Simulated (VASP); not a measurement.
A run of VASP 6.6.1 is set up as follows.

INCAR

```
SYSTEM = MgO
ALGO = Normal
EDIFF = 1E-6
ENCUT = 520
GGA = PE
ISIF = 2
ISMEAR = -1
LASPH = .True.
LCHARG = .True.
LELF = .True.
LREAL = .False.
LVHAR = .True.
LWAVE = .False.
NBANDS = 11
NELM = 80
PREC = Accurate
SIGMA = 0.05
```

Contents of KPOINTS:

```
k-points
0
Gamma
  8 8 8
  0 0 0
```

Contents of POSCAR:

```
MgO
1.0
    0.0000000000      2.1055000000      2.1055000000
    2.1055000000      0.0000000000      2.1055000000
    2.1055000000      2.1055000000      0.0000000000
Mg O
1 1
Direct
    0.0000000000      0.0000000000      0.0000000000
    0.5000000000      0.5000000000      0.5000000000
```

Potentials or basis: VASP PAW PBE potentials, release 64 (Mg, O).

Command:

```sh
$ cat potpaw_PBE.64/Mg/POTCAR potpaw_PBE.64/O/POTCAR > POTCAR
$ mpirun -np 1 vasp_std > vasp.out
```

What does it give for the pressure?

4.1 GPa.

Estimate the band gap on the k mesh.

4.73 eV, direct.

As with any semilocal functional, this PBE gap is likely too small.
